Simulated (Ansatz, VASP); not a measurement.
**One calculation of HgTe, two programs**

```
CELL_PARAMETERS angstrom
0.00000 3.17621 3.32021
3.17621 0.00000 3.32021
3.17621 3.17621 0.00000
ATOMIC_POSITIONS crystal
Hg 0.00000 0.00000 0.00000
Te 0.75000 0.75000 0.75000
```

Change from the starting cell: z stretched by +3 % at fixed volume.

Alike in both runs: task single point; functional PBE; k mesh 9 × 9 × 9; occupations fermi-dirac, width 0.05 eV; no spin polarisation.

```csv
,VASP,Ansatz
version,VASP 6.6.1,Ansatz 0.2.0
potentials or method,"VASP PAW PBE potentials, release 64 (Hg, Te), cutoff 520 eV","all-electron LAPW, scalar-relativistic"
```

```csv
,VASP,Ansatz,Ansatz less VASP
pressure (GPa),4.1,4.0,-0.07
"traceless stress, the component that is largest in VASP (GPa)",-0.39,-0.39,+0.001
```

Ansatz ran all-electron here, and VASP with PAW potentials.

Neither program's run includes spin-orbit coupling.
